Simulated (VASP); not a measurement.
## HfO2: single point with PBE

Crystal: HfO2.

```
Hf O
1.0
     2.54881   -2.54881    0.00000
     2.54881    0.00000   -2.54881
     9.34545    2.97369    2.97369
Hf O
3 6
Direct
  0.40973 0.40973 0.70835
  0.02083 0.02083 0.37502
  0.63193 0.63193 0.04168
  0.42361 0.42361 0.29168
  0.20141 0.20141 0.95835
  0.81251 0.81251 0.62502
  0.00696 0.00696 0.79168
  0.61806 0.61806 0.45835
  0.22916 0.22916 0.12502
```

This cell differs from its parent crystal: the part above a cut slid along it.

```json
{"Program": "VASP 6.6.1", "Task": "single point", "Functional": "PBE", "Potentials or basis": "VASP PAW PBE potentials, release 64 (Hf_pv, O)", "Cutoff": "520 eV", "k mesh": "7 × 7 × 3", "Occupations": "gaussian, width 0.05 eV", "Spin": "no spin polarisation"}
```

```yaml
Pressure: 8.1 GPa
Largest_force: 9.854 eV/Å
Band_gap_on_the_k_mesh: 2.06 eV (least direct gap 2.29 eV)
```

Forces on the atoms (eV/Å):
```
Hf  -0.231 -0.302 -0.302
Hf   0.347  0.243  0.243
Hf   1.139  1.538  1.538
O    0.056 -0.468 -0.468
O   -9.321 -2.261 -2.261
O   -0.096  0.012  0.012
O   -0.596  0.624  0.624
O   -0.136 -0.154 -0.154
O    8.839  0.767  0.767
```

Stress tensor (GPa, compression positive):
```
29.80  7.78  7.78
 7.78 -2.74 -4.52
 7.78 -4.52 -2.74
```

Levels at points of the mesh, in eV from the valence-band top:
```tsv
k point	band 30	band 31	band 32	band 33	band 34	band 35	band 36	band 37
(0.00, 0.00, 0.00)	-2.52	-2.05	-1.92	-0.54	2.21	2.81	3.15	3.30
```

Wall time 5 min on 1 thread of Intel(R) Xeon(R) Platinum 8259CL CPU @ 2.50GHz (Skylake/Cascade Lake), on a shared host, peak memory 0.32 GiB.

Caveat: the cell differs from its parent crystal (the part above a cut slid along it); the stress differs along the axes, from -3 to 30 GPa; spin-orbit coupling is left out, which moves the levels of the heavy elements; forces of over 1 eV/Å act on the atoms, so gaps and moduli don't describe the material at rest. A k mesh can miss the band edges.
